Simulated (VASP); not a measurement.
# Cr: single point with PBE

The system is Cr.

```
Cr
1.0
    -1.40953    1.40953    1.40953
     1.40953   -1.40953    1.40953
     1.40953    1.40953   -1.40953
Cr
1
Direct
  0.00000 0.00000 0.00000
```

This cell differs from its parent crystal: volume scaled by 0.97.

- Program: VASP 6.6.1
- Task: single point
- Functional: PBE
- Potentials or basis: VASP PAW PBE potentials, release 64 (Cr_pv)
- Cutoff: 520 eV
- k mesh: 20 × 20 × 20
- Occupations: gaussian, width 0.1 eV
- Spin: no spin polarisation

| Item | Value |
| --- | --- |
| Pressure | 8.2 GPa |
| Band gap on the k mesh | zero (band 6 reaches 13.97 eV, above the bottom of band 7 at 10.47 eV) |

Levels at points of the mesh, in eV from the Fermi level:
```
           k point  band 3  band 4  band 5  band 6  band 7  band 8  band 9  band 10
(0.00, 0.00, 0.00)  -42.70   -7.99   -0.97   -0.97   -0.97    1.17    1.17     7.11
(0.50, 0.00, 0.00)  -42.71   -4.61   -2.58    1.17    1.18    1.53    2.94     7.10
(0.50, 0.50, 0.50)  -43.39   -4.52   -4.52    2.53    2.53    2.53    7.10    10.87
```

Run time: 28 s on 1 thread of AMD EPYC 7R43 64-Core Processor (Zen 3), with other jobs on the host, peak memory 0.11 GiB.

Caveat: the run has no spin polarisation, though such a crystal can be magnetic. Spin polarisation is off, so any magnetic state and its effect on volume and gap are missing.
